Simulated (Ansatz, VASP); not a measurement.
**LiCl: VASP beside Ansatz**

```
CELL_PARAMETERS angstrom
3.86601 0.00000 0.00000
-1.93300 3.34806 0.00000
0.00000 0.00000 6.35716
ATOMIC_POSITIONS crystal
Li 0.66667 0.33333 0.87602
Li 0.33333 0.66667 0.37602
Cl 0.66667 0.33333 0.49898
Cl 0.33333 0.66667 0.99898
```

Change from the starting cell: strain -0.0150 x Voigt [1, 1, 0, 0, 0, 0], atoms carried along.

Alike in both runs: task single point; functional LDA; k mesh 9 × 9 × 4; occupations gaussian, width 0.05 eV; no spin polarisation.

|  | VASP | Ansatz |
| --- | --- | --- |
| version | VASP 6.6.1 | Ansatz 0.2.0 |
| potentials or method | VASP PAW LDA potentials, release 64 (Li_sv, Cl), cutoff 520 eV | scalar-relativistic, plane waves, PAW |
| valence electrons in the cell | 20 | 20 |

```tsv
	VASP	Ansatz	Ansatz less VASP
gap on the k mesh at the Fermi level (eV)	5.63	5.62	-0.011
least direct gap on the mesh (eV)	5.63	5.62	-0.011
rms of the force components (eV/Å)	0.010	0.010	+0.0001
```

LDA's correlation is that of Perdew and Zunger in VASP and of Perdew and Wang (1992) in Ansatz. Atom by atom the forces differ by 0.000 eV/Å (rms over components).

Noted on VASP's run: the cutoff is short for stress, so the pressure is rough.
